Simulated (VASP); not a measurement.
# Y (I4_1/amd) in VASP: a series of runs, part 2 of 3

VASP 6.6.1. Earlier steps stand in the parts before.

### 3 Single point, PBE (14.86 Å³/atom)

INCAR reads:

```
  PREC = Accurate
  ENCUT = 520
  EDIFF = 1E-6
  ISMEAR = -1
  SIGMA = 0.08
  LREAL = False
  LASPH = True
  NELM = 100
  ALGO = Normal
  ISIF = 2
  LWAVE = False
  LCHARG = False
  GGA = PE
  NBANDS = 18
```

KPOINTS reads:

```
regular mesh
0
Gamma
  14 14 14
```

POSCAR reads:

```
Y
1.0
   -2.3107684481      2.3107684481      1.3912515357
    2.3107684481     -2.3107684481      1.3912515357
    2.3107684481      2.3107684481     -1.3912515357
Y
2
Direct
   -0.3750000000     -0.1250000000     -0.2500000000
    0.3750000000      0.1250000000      0.2500000000
```

Potentials or basis: VASP PAW PBE potentials, release 64 (Y_sv).

Command:

```sh
cat potpaw_PBE.64/Y_sv/POTCAR > POTCAR
mpirun -np 1 vasp_std > vasp.out
```

OUTCAR:

```text
PREC = Accurate
   ENCUT = 520
   EDIFF = 1E-6
   ISMEAR = -1
   LREAL = False
   LASPH = True
   NELM = 100
   ISIF = 2
   GGA = PE

 ion  position               nearest neighbor table
   1  0.625  0.875  0.750-   2 2.41   2 2.41   2 2.41   2 2.41   2 3.11   2 3.11   2 3.11   2 3.11
                             2 4.18   2 4.18
   2  0.375  0.125  0.250-   1 2.41   1 2.41   1 2.41   1 2.41   1 3.11   1 3.11   1 3.11   1 3.11
                             1 4.18   1 4.18

  LATTYP: Found a body centered tetragonal cell.
 ALAT       =     4.6215368962
 C/A-ratio  =     0.6020731055

  Lattice vectors:

 A1 = (  -2.3107684481,   2.3107684481,   1.3912515357)
 A2 = (   2.3107684481,  -2.3107684481,   1.3912515357)
 A3 = (   2.3107684481,   2.3107684481,  -1.3912515357)

Analysis of symmetry for initial positions (statically):
=====================================================================
 Subroutine PRICEL returns:
 Original cell was already a primitive cell.

 Routine SETGRP: Setting up the symmetry group for a
 body centered tetragonal supercell.

 Subroutine GETGRP returns: Found 16 space group operations
 (whereof  4 operations were pure point group operations)
 out of a pool of 16 trial point group operations.

The static configuration has the point symmetry C_2h.
 The point group associated with its full space group is D_4h.

Analysis of symmetry for dynamics (positions and initial velocities):
=====================================================================
 Subroutine PRICEL returns:
 Original cell was already a primitive cell.

 Routine SETGRP: Setting up the symmetry group for a
 body centered tetragonal supercell.

 Subroutine GETGRP returns: Found 16 space group operations
 (whereof  4 operations were pure point group operations)
 out of a pool of 16 trial point group operations.

The dynamic configuration has the point symmetry C_2h.
 The point group associated with its full space group is D_4h.

 Subroutine INISYM returns: Found 16 space group operations
 (whereof  4 operations are pure point group operations),
 and found     1 'primitive' translations

----------------------------------------------------------------------------------------

                                     Primitive cell

  volume of cell :      29.7152

  direct lattice vectors                    reciprocal lattice vectors
    -2.310768448  2.310768448  1.391251536     0.000000000  0.216378236  0.359388642
     2.310768448 -2.310768448  1.391251536     0.216378236  0.000000000  0.359388642
     2.310768448  2.310768448 -1.391251536     0.216378236  0.216378236  0.000000000

  length of vectors
     3.551743583  3.551743583  3.551743583     0.419499388  0.419499388  0.306005036

  position of ions in fractional coordinates (direct lattice)
     0.625000000  0.875000000  0.750000000
     0.375000000  0.125000000  0.250000000

  ion indices of the primitive-cell ions
   primitive index   ion index
                 1           1
                 2           2

----------------------------------------------------------------------------------------

 KPOINTS: regular mesh

Automatic generation of k-mesh.
 Grid dimensions read from file:
 generate k-points for:   14   14   14

 Generating k-lattice:

  Cartesian coordinates                     Fractional coordinates (reciprocal lattice)
     0.000000000  0.015455588  0.025670617     0.071428571  0.000000000  0.000000000
     0.015455588  0.000000000  0.025670617     0.000000000  0.071428571  0.000000000
     0.015455588  0.015455588  0.000000000     0.000000000  0.000000000  0.071428571

  Length of vectors
     0.029964242  0.029964242  0.021857503

  Shift w.r.t. Gamma in fractional coordinates (k-lattice)
     0.000000000  0.000000000  0.000000000

 Subroutine IBZKPT returns following result:
 ===========================================

 Found    244 irreducible k-points:

 Following reciprocal coordinates:
            Coordinates               Weight
  0.000000  0.000000  0.000000      1.000000
  0.071429  0.000000  0.000000      8.000000
  0.142857  0.000000 -0.000000      8.000000
  0.214286  0.000000  0.000000      8.000000
  0.285714  0.000000 -0.000000      8.000000
  0.357143 -0.000000  0.000000      8.000000
[... 16 lines left out ...]
  0.214286  0.142857  0.000000     16.000000
  0.285714  0.142857 -0.000000     16.000000
 [... further k-points ...]
   k-points           NKPTS =    244   k-points in BZ     NKDIM =    244   number of bands    NBANDS=     18
   number of dos      NEDOS =    301   number of ions     NIONS =      2
   total plane-waves  NPLWV =  21952
   dimension x,y,z NGX =    28 NGY =   28 NGZ =   28
   dimension x,y,z NGXF=    56 NGYF=   56 NGZF=   56
   ions per type =               2
   NGX,Y,Z   is equivalent  to a cutoff of  13.11, 13.11, 13.11 a.u.
   NGXF,Y,Z  is equivalent  to a cutoff of  26.21, 26.21, 26.21 a.u.
 SYSTEM =  unknown system
   PREC   = accura    normal or accurate (medium, high low for compatibility)
   ISTART =      0    job   : 0-new  1-cont  2-samecut
   ICHARG =      2    charge: 1-file 2-atom 10-const
   ISPIN  =      1    spin polarized calculation?
   LNONCOLLINEAR =      F non collinear calculations
   LSORBIT =      F    spin-orbit coupling
   LASPH  =      T    aspherical Exc in radial PAW
   ENCUT  =  520.0 eV  38.22 Ry    6.18 a.u.   6.60  6.60  6.60*2*pi/ulx,y,z
   NELM   =    100;   NELMIN=  2; NELMDL= -5     # of ELM steps
   EDIFF  = 0.1E-05   stopping-criterion for ELM
   LREAL  =      F    real-space projection
   EDIFFG = 0.1E-04   stopping-criterion for IOM
   NSW    =      0    number of steps for IOM
   IBRION =     -1    ionic relax: 0-MD 1-quasi-New 2-CG
   NFREE  =      0    steps in history (QN), initial steepest desc. (CG)
   ISIF   =      2    stress and relaxation
   ISYM   =      2    0-nonsym 1-usesym 2-fastsym
   POTIM  = 0.5000    time-step for ionic-motion
   TEBEG  =    0.0;   TEEND  =   0.0 temperature during run
   PSTRESS=    0.0 pullay stress
   NELECT =      22.0000    total number of electrons
   NUPDOWN=      -1.0000    fix difference up-down
   EMIN   =  10.00;   EMAX   =-10.00  energy-range for DOS
   EFERMI =   0.00;   METHOD = LEGACY
   ISMEAR =    -1;   SIGMA  =   0.08  broadening in eV -4-tet -1-fermi 0-gaus
   EFERMI_NEDOS =   21; number of points for ismear=-14 and -15
   IALGO  =     38    algorithm
   IMIX   =      4    mixing-type and parameters
     AMIX     =   0.40;   BMIX     =  1.00
     AMIX_MAG =   1.60;   BMIX_MAG =  1.00
  volume/ion in A,a.u.               =      14.86       100.26
  Fermi-wavevector in a.u.,A,eV,Ry     =   1.481004  2.798692 29.842648  2.193373
  Thomas-Fermi vector in A             =   2.594968
   LORBIT       =      0    0 simple, 1 ext, 2 COOP (PROOUT), +10 PAW based schemes
   GGA     = PE    functional components
   LHFCALC =     F    Hartree Fock is set to
   AEXX    =    0.0000 exact exchange contribution
   IVDW    =     0    specifies the selected vdW correction
   LEPSILON=     F    determine dielectric tensor
   LRPA    =     F    only Hartree local field effects (RPA)
 non-spin polarized calculation
  energy-cutoff  :      520.00
  volume of cell :       29.72
 maximum number of plane-waves:       819
   NGX = 13   NGY = 13   NGZ = 13

 number of electron      22.0000000 magnetization

 Free energy of the ion-electron system (eV)
  ---------------------------------------------------
  ext. energy  EPLUGINS =         0.00000000
  ---------------------------------------------------
  free energy    TOTEN  =        -5.86612118 eV

  energy without entropy =       -5.83668519  energy(sigma->0) =       -5.85140319

 E-fermi :   8.0489     XC(G=0): -13.0483

 val. band max:        8.0389276668   @ k =   0.2857   0.2143  -0.0000
 cond. band min:       8.0581664704   @ k =   0.1429   0.1429   0.0714
 fundamental gap:      0.0192388037
 Fermi energy:         8.0488849000

 k-point     1 :       0.0000    0.0000    0.0000
  band No.  band energies     occupation
      1     -35.2813      2.00000
      2     -32.5192      2.00000
      3     -16.4257      2.00000
      4     -16.4257      2.00000
      5     -12.6325      2.00000
      6     -12.5189      2.00000
[... 10 lines left out ...]
     17      12.3746      0.00000
     18      20.7835      0.00000
[... 466 lines left out ...]
      2     -32.8458      2.00000
      3     -16.5355      2.00000
      4     -15.9380      2.00000
      5     -15.0874      2.00000
      6     -14.4481      2.00000
[... 10 lines left out ...]
     17      16.4751      0.00000
     18      17.9580      0.00000

 [... further k-points ...]

------------------------ aborting loop because EDIFF is reached ----------------------------------------

  FORCE on cell =-STRESS in cart. coord.  units (eV):
  Direction    XX          YY          ZZ          XY          YZ          ZX
  --------------------------------------------------------------------------------------
  -------------------------------------------------------------------------------------
  Total       19.0937104     19.0937104     18.9435555     -0.0000000     -0.0000000      0.0000000
  in kB     1029.4906543   1029.4906543   1021.3946328     -0.0000000     -0.0000000      0.0000000
  external PRESSURE =    1026.7919805 kB  Pullay stress =       0.0000000 kB

 VOLUME and BASIS-vectors are now :
 -----------------------------------------------------------------------------
  energy-cutoff  :      520.00
  volume of cell :       29.72
      direct lattice vectors                 reciprocal lattice vectors
    -2.310768448  2.310768448  1.391251536     0.000000000  0.216378236  0.359388642
     2.310768448 -2.310768448  1.391251536     0.216378236  0.000000000  0.359388642
     2.310768448  2.310768448 -1.391251536     0.216378236  0.216378236  0.000000000

 POSITION                                       TOTAL-FORCE (eV/Angst)
 -----------------------------------------------------------------------------------
      2.31077      1.15538      1.04344         0.000000      0.000000     -0.000000
      0.00000      1.15538      0.34781        -0.000000     -0.000000      0.000000
 -----------------------------------------------------------------------------------
    total drift:                               -0.000000      0.000000     -0.000000

  FREE ENERGIE OF THE ION-ELECTRON SYSTEM (eV)
  ---------------------------------------------------
  free  energy   TOTEN  =        -5.8661211829 eV

  energy  without entropy=       -5.8366851936  energy(sigma->0) =       -5.85140319
```

OSZICAR:

```text
N       E                     dE             d eps       ncg     rms          rms(c)
DAV:   1     0.102481409177E+03    0.10248E+03   -0.11841E+04  8784   0.127E+03
DAV:   2    -0.438681206854E+00   -0.10292E+03   -0.10075E+03 10812   0.288E+02
DAV:   3    -0.578898585551E+01   -0.53503E+01   -0.52276E+01 12244   0.469E+01
DAV:   4    -0.603043636877E+01   -0.24145E+00   -0.24115E+00 11146   0.898E+00
DAV:   5    -0.603272555193E+01   -0.22892E-02   -0.22889E-02 10864   0.769E-01    0.674E+01
DAV:   6    -0.579678379929E+01    0.23594E+00   -0.49855E-01 14420   0.379E+00    0.390E+01
DAV:   7    -0.586207400358E+01   -0.65290E-01   -0.81620E-01 14398   0.405E+00    0.313E+00
DAV:   8    -0.586696186591E+01   -0.48879E-02   -0.94001E-02  9406   0.236E+00    0.853E-01
DAV:   9    -0.586611285615E+01    0.84901E-03   -0.37277E-03  9888   0.463E-01    0.262E-01
DAV:  10    -0.586612137298E+01   -0.85168E-05   -0.61323E-04  9316   0.221E-01    0.179E-02
DAV:  11    -0.586612094726E+01    0.42571E-06   -0.12852E-05 13596   0.235E-02    0.151E-02
DAV:  12    -0.586612118292E+01   -0.23565E-06   -0.14008E-06  7362   0.103E-02
   1 F= -.58661212E+01 E0= -.58514032E+01  d E =-.294360E-01
```

stdout:

```text
POSCAR found type information on POSCAR Y
 POSCAR found :  1 types and       2 ions
 scaLAPACK will be used
 LDA part: xc-table for (Slater+PW92), standard interpolation
 POSCAR, INCAR and KPOINTS ok, starting setup
 FFT: planning ... GRIDC
 FFT: planning ... GRID_SOFT
 FFT: planning ... GRID
 WAVECAR not read
 entering main loop
```

It took 3.6 min on 1 thread of Oxide Virtual Turin-like, shared host; peak memory 0.24 GiB.

What came out:

```
Free energy            : -5.8661 eV
Pressure               : 102.7 GPa
Band gap on the k mesh : zero (bands 11 and 12 overlap by 3.45 eV)
```

Levels at points of the mesh, in eV from the Fermi level:
| k point | band 8 | band 9 | band 10 | band 11 | band 12 | band 13 | band 14 | band 15 |
| --- | --- | --- | --- | --- | --- | --- | --- | --- |
| (0.00, 0.00, 0.00) | -19.69 | -5.64 | -3.99 | -1.05 | -0.53 | 1.21 | 3.67 | 3.67 |
| (0.50, 0.00, 0.00) | -19.69 | -3.67 | -2.97 | -0.83 | 1.53 | 2.49 | 4.57 | 5.32 |
| (0.50, 0.50, 0.00) | -20.17 | -2.45 | -2.45 | 0.22 | 0.22 | 2.96 | 2.96 | 5.82 |
| (0.50, 0.50, 0.50) | -18.86 | -1.77 | -1.77 | 2.03 | 2.03 | 3.39 | 3.39 | 5.22 |

Caveat: the cell stands under pressure.

### 4 Single point, PBE

This run uses another cell than the first one, of 18.16 Å³/atom.

INCAR reads:

```
SYSTEM = Y
  ALGO = Normal
  EDIFF = 1E-6
  ENCUT = 520
  GGA = PE
  ISIF = 2
  ISMEAR = -1
  LASPH = .TRUE.
  LCHARG = .TRUE.
  LELF = .TRUE.
  LREAL = .FALSE.
  LVHAR = .TRUE.
  LWAVE = .FALSE.
  NBANDS = 18
  NELM = 100
  PREC = Accurate
  SIGMA = 0.08
```

KPOINTS reads:

```
k-points
0
G
  14 14 14
  0 0 0
```

POSCAR reads:

```
Y
1.0
   -2.4791271953      2.4791271953      1.4773080739
    2.4791271953     -2.4791271953      1.4773080739
    2.4791271953      2.4791271953     -1.4773080739
Y
2
Direct
   -0.3750000000     -0.1250000000     -0.2500000000
    0.3750000000      0.1250000000      0.2500000000
```

Command:

```sh
cat potpaw_PBE.64/Y_sv/POTCAR > POTCAR
mpirun -np 1 vasp_std > vasp.out
```

Run time: 3.7 min. Hardware: 1 thread of Oxide Virtual Turin-like, shared host; peak memory 0.25 GiB.

It converged, with:

- Free energy: -8.9284 eV
- Pressure: 52.4 GPa
- Band gap on the k mesh: zero (bands 11 and 12 overlap by 2.69 eV)

Stress tensor (GPa, compression positive):
```
52.65  0.00  0.00
 0.00 52.65  0.00
 0.00  0.00 51.91
```

Levels at points of the mesh, in eV from the Fermi level:
```csv
k point,band 7,band 8,band 9,band 10,band 11,band 12,band 13,band 14,band 15,band 16
"(0.00, 0.00, 0.00)",-20.51,-20.51,-4.52,-4.27,-0.69,-0.20,1.24,3.72,3.72,4.14
"(0.50, 0.00, 0.00)",-21.36,-20.45,-2.88,-2.45,-0.63,1.01,2.45,3.78,3.83,4.80
"(0.50, 0.50, 0.00)",-20.76,-20.76,-2.09,-2.09,0.11,0.11,2.39,2.39,4.39,4.39
"(0.50, 0.50, 0.50)",-20.02,-20.02,-1.71,-1.71,1.56,1.56,2.61,2.61,4.66,4.66
```

Caveat: the cell stands under pressure.

(Continued in part 3 of 3.)
